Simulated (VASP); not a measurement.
# Si16O31 (a cell with a defect) in VASP: a series of runs, part 2 of 2

VASP 6.6.1.

**3. Single point, LDA**

Input file INCAR:

```
ALGO     = Normal         # electronic algorithm
EDIFF    = 1E-6           # SCF threshold, eV
ENCUT    = 520            # plane-wave cutoff, eV
GGA      = CA             # functional
ISIF     = 2              # what is computed and relaxed
ISMEAR   = -1             # smearing method
LASPH    = True           # aspherical terms in the spheres
LCHARG   = False          # write CHGCAR
LREAL    = Auto         
LWAVE    = False          # write WAVECAR
NBANDS   = 154            # bands
NELM     = 80             # most SCF steps
PREC     = Accurate       # precision mode
SIGMA    = 0.05           # smearing width, eV
```

Input file KPOINTS:

```
k-points
0
Gamma
  1 1 1
```

Input file POSCAR:

```
Si16O31
1.0
    9.9160140000      0.0000000000      0.0000000000
    0.0000000000      8.7413230000      0.0000000000
    0.0000000000      0.0000000000      8.6786430000
Si O
16 31
Direct
    0.4744127025      0.1709259571      0.1828066899
    0.0065970056      0.8268448609      0.1744912194
    0.2290209554      0.3231283182      0.3207398899
    0.4749008019      0.1777805259      0.8235038588
    0.0315176037      0.8301967563      0.8108888682
    0.2258335860      0.3263327531      0.6784391293
    0.2802973049      0.6781896745      0.3113315066
    0.2849654105      0.6796176048      0.6735126678
    0.9780914993      0.1794424025      0.1796082636
    0.5093773567      0.8158690624      0.1831468353
    0.7241355246      0.3255428269      0.3207695028
    0.9761596746      0.1793298337      0.8177259970
    0.5342312950      0.8255317874      0.8204938261
    0.7254054906      0.3295846636      0.6821163170
    0.7327135682      0.6798744309      0.3139465467
    0.7800481121      0.6785930459      0.6765467827
   -0.0011491513      0.8072349003     -0.0097230638
    0.2745671799      0.4950915325      0.2827800383
    0.2665423829      0.7152055816      0.4936207193
    0.5049591499      0.2016128451      0.0041683936
    0.0710393309      0.2939147770      0.7217763192
    0.4381053718      0.7151927689      0.7232995988
    0.0084826423      0.0067303313      0.7665544026
    0.3196194560      0.2064941428      0.2206100654
    0.1418221071      0.7453601703      0.2356558508
    0.2565595410      0.5031103415      0.7107083446
    0.1858128680      0.7854474660      0.7746406898
    0.0737853940      0.2944238532      0.2749735183
    0.3211018056      0.2206303325      0.7847861699
    0.2515262685      0.2861739579      0.5003249932
    0.0130289247      0.0050857290      0.2219381532
    0.5092300192      0.6860678870      0.3059434522
    0.5125427415      0.7874170763      0.0027174755
    0.7428351755      0.5002930334      0.2688957248
    0.7401601087      0.7005098656      0.4990149958
    1.0016500582      0.2043998374     -0.0016211060
    0.5716928193      0.2859541971      0.7228407713
    0.9352635041      0.7228044313      0.7072264639
    0.4997080480      0.0005040427      0.7837620467
    0.8237129355      0.2167371003      0.2236590444
    0.7536829819      0.5045462798      0.7288436683
    0.6889330733      0.7913389083      0.7808845231
    0.5712566562      0.2729165825      0.2878233383
    0.8212507566      0.2173598893      0.7793544452
    0.7534008121      0.3058793274      0.5016099867
    0.5005868285     -0.0080641111      0.2265969461
    0.8715409236      0.7539991372      0.2464826586
```

Potentials or basis: VASP PAW LDA potentials, release 64 (Si, O).

Started as:

```bash
cat potpaw_LDA.64/Si/POTCAR potpaw_LDA.64/O/POTCAR > POTCAR
mpirun -np 1 vasp_gam > vasp.out
```

Wall time 4.5 min (1 thread of Intel Xeon Platinum 8488C (Sapphire Rapids), shared host); peak memory 0.5 GiB.

The run converged. Its results:

* Free energy: -399.7277 eV
* Pressure: -0.1 GPa
* Largest force: 0.166 eV/Å
* Band gap on the k mesh: 1.82 eV

Forces in eV/Å, atoms in the order of the input:
```
Si   0.001 -0.001  0.022
Si   0.001 -0.024  0.016
Si  -0.003  0.002 -0.013
Si  -0.008  0.006 -0.011
Si   0.012 -0.008 -0.012
Si  -0.005 -0.001  0.017
Si   0.060  0.040 -0.046
Si   0.013  0.005  0.008
Si  -0.004  0.015  0.010
Si   0.009  0.036 -0.038
Si  -0.004 -0.010 -0.009
Si  -0.009  0.008 -0.010
Si   0.010 -0.006 -0.001
Si  -0.013 -0.005  0.014
Si  -0.055  0.052 -0.041
Si   0.013  0.010  0.001
O   -0.003  0.003 -0.008
O    0.006 -0.010  0.000
O   -0.005  0.009  0.013
O    0.006 -0.005 -0.007
O   -0.012  0.011 -0.009
O    0.006 -0.012 -0.006
O    0.004  0.002 -0.001
O   -0.013 -0.015 -0.015
O   -0.009  0.002 -0.009
O    0.000 -0.004  0.000
O    0.013  0.007  0.010
O   -0.012  0.015  0.004
O   -0.011 -0.004  0.008
O    0.004 -0.006 -0.002
O    0.005 -0.005  0.006
O   -0.003 -0.121  0.112
O   -0.004  0.004 -0.024
O    0.002 -0.003 -0.009
O   -0.009 -0.002  0.005
O    0.000  0.002  0.003
O   -0.004  0.009 -0.009
O    0.015 -0.004 -0.010
O    0.000  0.003  0.003
O   -0.008 -0.015 -0.008
O   -0.002 -0.003  0.008
O    0.020  0.007  0.015
O   -0.001  0.007  0.010
O   -0.005 -0.018  0.011
O    0.003  0.001  0.000
O   -0.002  0.014  0.006
O    0.000  0.011 -0.003
```

Stress tensor (GPa, compression positive):
```
-0.94  0.02  0.04
 0.02  0.38  0.08
 0.04  0.08  0.19
```

Levels at points of the mesh, in eV from the valence-band top:
```
           k point  band 121  band 122  band 123  band 124  band 125  band 126  band 127  band 128  band 129  band 130
(0.00, 0.00, 0.00)     -2.37     -2.35     -2.13     -2.10      0.00      1.82      3.65      4.62      5.04      5.47
```

Caveat: the k points lie up to 0.72 Å⁻¹ apart.

**4. Single point, LDA**

Input file INCAR:

```
PREC     = Accurate       # precision mode
ENCUT    = 520            # plane-wave cutoff, eV
EDIFF    = 1E-6           # SCF threshold, eV
ISMEAR   = -1             # smearing method
SIGMA    = 0.05           # smearing width, eV
LREAL    = Auto         
LASPH    = T              # aspherical terms in the spheres
NELM     = 80             # most SCF steps
ALGO     = Normal         # electronic algorithm
ISIF     = 2              # what is computed and relaxed
LWAVE    = F              # write WAVECAR
LCHARG   = F              # write CHGCAR
GGA      = CA             # functional
NBANDS   = 154            # bands
```

Input file KPOINTS:

```
regular mesh
0
Gamma
  1 1 1
```

Input file POSCAR:

```
Si16O31
1.0
    9.9160140000      0.0000000000      0.0000000000
    0.0000000000      8.7413230000      0.0000000000
    0.0000000000      0.0000000000      8.6786430000
Si O
16 31
Direct
    0.4750678045      0.1669979476      0.1832527274
    0.0006839442      0.8271317740      0.1744741661
    0.2311272453      0.3262178963      0.3196188621
    0.4757642537      0.1772655009      0.8242672270
    0.0326716965      0.8305149003      0.8109502834
    0.2270466742      0.3272279265      0.6778513646
    0.2764392023      0.6846947539      0.3045138508
    0.2868091957      0.6807827602      0.6708977429
    0.9798029733      0.1797765624      0.1798187804
    0.4740563093      0.8084468449      0.1872622252
    0.7254000448      0.3221426551      0.3213319179
    0.9774905522      0.1796666248      0.8178017001
    0.5333376899      0.8248501972      0.8253430865
    0.7261222100      0.3290331452      0.6829299235
    0.7337699402      0.6716779600      0.3207023264
    0.7807600917      0.6784013129      0.6805262067
   -0.0012078442      0.8074492843     -0.0097253684
    0.2773406734      0.4992858632      0.2816731832
    0.2719673449      0.7168311936      0.4896260856
    0.5055432556      0.2016807982      0.0047487839
    0.0722733953      0.2942233115      0.7216360899
    0.4393423608      0.7158668087      0.7224515399
    0.0096556943      0.0069729719      0.7666310275
    0.3207370421      0.2087631357      0.2201490486
    0.1330311756      0.7431545545      0.2377323275
    0.2569779551      0.5045386150      0.7088342037
    0.1866197446      0.7857548566      0.7724882796
    0.0755631245      0.2957153053      0.2743048654
    0.3221695734      0.2214868390      0.7842521002
    0.2525652949      0.2883047566      0.4993236846
    0.0128254155      0.0047221685      0.2225350207
    0.5723174655      0.7048616096      0.2905360896
    0.5074493642      0.7876795080      0.0054883004
    0.7496178404      0.4960084417      0.2701166530
    0.7457095159      0.6994039689      0.5023065242
    1.0033143358      0.2041813350     -0.0014505724
    0.5724836613      0.2856041357      0.7232256241
    0.9361708243      0.7225842129      0.7088245248
    0.5004712579      0.0000844266      0.7845317523
    0.8252739458      0.2146906138      0.2239012482
    0.7544602095      0.5038008549      0.7302012538
    0.6885334168      0.7905406310      0.7836471670
    0.5725106883      0.2709473154      0.2874267325
    0.8225103353      0.2172921650      0.7799517736
    0.7542001252      0.3049978819      0.5024536670
    0.4972746105     -0.0115214825      0.2251033946
    0.8595642362      0.7598691868      0.2410963327
```

Started as:

```bash
cat potpaw_LDA.64/Si/POTCAR potpaw_LDA.64/O/POTCAR > POTCAR
mpirun -np 1 vasp_gam > vasp.out
```

It took 3.8 min on 1 thread of Intel Xeon Platinum 8488C (Sapphire Rapids), shared host; peak memory 0.5 GiB.

The run converged. Its results:

| Quantity | Value |
| --- | --- |
| Free energy | -403.5413 eV |
| Pressure | -0.5 GPa |
| Largest force | 1.825 eV/Å |
| Band gap on the k mesh | 5.21 eV |

Forces in eV/Å, atoms in the order of the input:
```
Si  -0.009 -0.091  0.026
Si  -0.200 -0.017  0.024
Si   0.028  0.087 -0.040
Si  -0.008 -0.010  0.002
Si   0.026 -0.005  0.001
Si   0.001  0.013  0.000
Si  -0.073  0.205 -0.221
Si   0.040  0.027 -0.055
Si   0.020  0.019  0.020
Si  -1.109 -0.208  0.125
Si   0.008 -0.099  0.002
Si   0.004  0.006 -0.009
Si  -0.037 -0.029  0.115
Si  -0.020 -0.023  0.038
Si   0.036 -0.173  0.152
Si   0.013 -0.007  0.110
O   -0.032 -0.004 -0.016
O    0.053  0.094 -0.024
O    0.127  0.039 -0.101
O   -0.003 -0.009  0.008
O   -0.003  0.015 -0.011
O    0.014 -0.004 -0.020
O    0.015 -0.002  0.008
O   -0.014  0.045 -0.026
O   -0.266 -0.054  0.064
O   -0.010  0.020 -0.046
O    0.009  0.006 -0.037
O    0.006  0.043 -0.012
O   -0.003  0.005 -0.001
O    0.005  0.039 -0.019
O   -0.029 -0.014  0.024
O    1.741  0.426 -0.342
O   -0.157  0.007  0.078
O    0.171 -0.119  0.015
O    0.126 -0.031  0.089
O    0.016 -0.005  0.001
O   -0.009 -0.006  0.002
O    0.018 -0.019  0.038
O   -0.003 -0.025  0.019
O    0.010 -0.068 -0.005
O   -0.002 -0.030  0.044
O   -0.026 -0.011  0.092
O    0.001 -0.044 -0.002
O    0.002 -0.025  0.022
O   -0.004 -0.026  0.017
O   -0.107 -0.078 -0.027
O   -0.368  0.141 -0.119
```

Stress tensor (GPa, compression positive):
```
-1.05 -0.94  0.97
-0.94 -0.18  0.26
 0.97  0.26 -0.36
```

Levels at points of the mesh, in eV from the valence-band top:
```
           k point  band 123  band 124  band 125  band 126  band 127  band 128
(0.00, 0.00, 0.00)     -0.39     -0.38      0.00      5.21      6.15      6.29
```

Caveat: the k points lie up to 0.72 Å⁻¹ apart.

**5. Single point, LDA**

Input file INCAR:

```
SYSTEM = Si16O31
ALGO = Normal ; EDIFF = 1E-6
ENCUT = 520 ; GGA = CA
ISIF = 2 ; ISMEAR = -1
LASPH = .TRUE. ; LCHARG = .FALSE.
LREAL = Auto ; LWAVE = .FALSE.
NBANDS = 154 ; NELM = 80
PREC = Accurate ; SIGMA = 0.05
```

Input file KPOINTS:

```
k-points
0
G
  1 1 1
  0 0 0
```

Input file POSCAR:

```
Si16O31
1.0
    9.9160140000      0.0000000000      0.0000000000
    0.0000000000      8.7413230000      0.0000000000
    0.0000000000      0.0000000000      8.6786430000
Si O
16 31
Direct
    0.4739404361      0.1676065511      0.1806952999
    0.0059945458      0.8337438166      0.1773776154
    0.2326179652      0.3321504079      0.3170806772
    0.4751960818      0.1719175690      0.8212818525
    0.0316513268      0.8301012330      0.8133362554
    0.2270184370      0.3247019931      0.6724642320
    0.2794244744      0.6901307731      0.3071829317
    0.2849006667      0.6807300222      0.6686154736
    0.9842836043      0.1838389910      0.1782449169
    0.4718534080      0.8091092161      0.1903143153
    0.7288353970      0.3177587649      0.3234535630
    0.9797955106      0.1774346972      0.8165014968
    0.5254980479      0.8202521518      0.8288894934
    0.7270394132      0.3211802149      0.6825494493
    0.7462764776      0.6741215260      0.3276458082
    0.7764087465      0.6753340427      0.6882747683
   -0.0008229113      0.8151936497     -0.0063822190
    0.2814167063      0.5055405229      0.2882446023
    0.2735425747      0.7283548497      0.4899341982
    0.5071492436      0.1934428004      0.0014526465
    0.0724223463      0.2917332994      0.7173567342
    0.4379536979      0.7099272044      0.7204405113
    0.0112778179      0.0052826100      0.7630788592
    0.3217909938      0.2219345973      0.2106215223
    0.1389464557      0.7477844029      0.2350466542
    0.2534083756      0.5035074210      0.6968984667
    0.1843246692      0.7816137214      0.7733346100
    0.0770251030      0.3055180549      0.2695159831
    0.3227216097      0.2216240036      0.7810064315
    0.2532749550      0.2837661988      0.4944119720
    0.0189600378      0.0106501041      0.2272419778
    0.6047269598      0.7313000561      0.2610888592
    0.4798462366      0.7912234796      0.0046178878
    0.7577335006      0.4949873148      0.2883500335
    0.7435893092      0.7060203587      0.5098688816
    1.0096088005      0.2017400570     -0.0034806133
    0.5730761372      0.2799060280      0.7218470676
    0.9312766198      0.7200712066      0.7192183156
    0.4987451611     -0.0050812674      0.7791431218
    0.8289003021      0.2162608566      0.2198590263
    0.7543356635      0.4971472854      0.7251230405
    0.6818562378      0.7778067462      0.7995230360
    0.5764029781      0.2693734118      0.2817343679
    0.8236637221      0.2141132412      0.7844595059
    0.7552565981      0.2875901051      0.5035044073
    0.4814967990     -0.0098626947      0.2292955247
    0.8716319884      0.7614700887      0.2506467889
```

Started as:

```bash
cat potpaw_LDA.64/Si/POTCAR potpaw_LDA.64/O/POTCAR > POTCAR
mpirun -np 1 vasp_gam > vasp.out
```

Run time: 4.3 min. Hardware: 1 thread of Intel Xeon Platinum 8488C (Sapphire Rapids), shared host; peak memory 0.5 GiB.

Results (log left out):

```yaml
Free_energy: -403.9761 eV
Pressure: 0.0 GPa
Largest_force: 0.094 eV/Å
Band_gap_on_the_k_mesh: 5.45 eV
```

Forces on the atoms (eV/Å):
```
Si  -0.001  0.004  0.013
Si  -0.003 -0.035  0.020
Si   0.002  0.006 -0.013
Si  -0.013  0.008 -0.012
Si   0.018 -0.019 -0.010
Si  -0.009  0.000  0.012
Si   0.058  0.045 -0.055
Si   0.005  0.005  0.009
Si   0.005  0.018  0.005
Si  -0.060 -0.058  0.043
Si  -0.004 -0.017 -0.009
Si  -0.008  0.009 -0.004
Si   0.009 -0.016  0.004
Si  -0.008 -0.009  0.015
Si   0.011  0.024 -0.016
Si   0.010  0.003  0.014
O   -0.009  0.019 -0.001
O    0.007 -0.007  0.004
O    0.003  0.015 -0.004
O    0.012 -0.008  0.001
O   -0.008  0.009 -0.019
O    0.009 -0.019 -0.014
O    0.001 -0.001 -0.016
O   -0.010  0.004 -0.021
O    0.016 -0.002 -0.001
O   -0.007 -0.002 -0.008
O    0.004  0.004  0.013
O   -0.023  0.022  0.005
O   -0.009 -0.005  0.011
O    0.007 -0.006 -0.010
O    0.012  0.014  0.015
O    0.017  0.019 -0.022
O   -0.034  0.010 -0.007
O    0.009 -0.001  0.009
O   -0.003  0.002  0.014
O    0.009 -0.004  0.000
O   -0.014  0.005 -0.012
O    0.006 -0.011  0.000
O   -0.003 -0.002 -0.011
O   -0.013 -0.008 -0.016
O   -0.006 -0.007  0.001
O    0.007 -0.002  0.029
O   -0.001  0.010  0.005
O   -0.005 -0.015  0.018
O    0.010 -0.012 -0.002
O   -0.016  0.011  0.014
O    0.021  0.001  0.009
```

Stress tensor (GPa, compression positive):
```
-0.31 -0.72  0.77
-0.72  0.15  0.09
 0.77  0.09  0.01
```

Levels at points of the mesh, in eV from the valence-band top:
```tsv
k point	band 123	band 124	band 125	band 126	band 127	band 128
(0.00, 0.00, 0.00)	-0.20	-0.18	0.00	5.45	6.50	6.54
```

Caveat: the k points lie up to 0.72 Å⁻¹ apart.

**6. Summary**

```tsv
cell	gap on the mesh (eV)	pressure (GPa)	largest force (eV/Å)
as given, atomic positions A	5.45	-0.1	0.18
as given, atomic positions B	1.82	-0.1	0.17
as given, atomic positions C	5.21	-0.5	1.82
as given, atomic positions D	5.45	0.0	0.09
```

Alike in all rows: task single point; level LDA; potentials or basis VASP PAW LDA potentials, release 64 (Si, O); no spin polarisation; k mesh 1 × 1 × 1; cutoff (eV) 520; smearing fermi-dirac 0.05 eV.

Caveats: all runs use coarse meshes.

Total energies depend on the potentials used, so only differences within one code and one set of settings carry meaning.
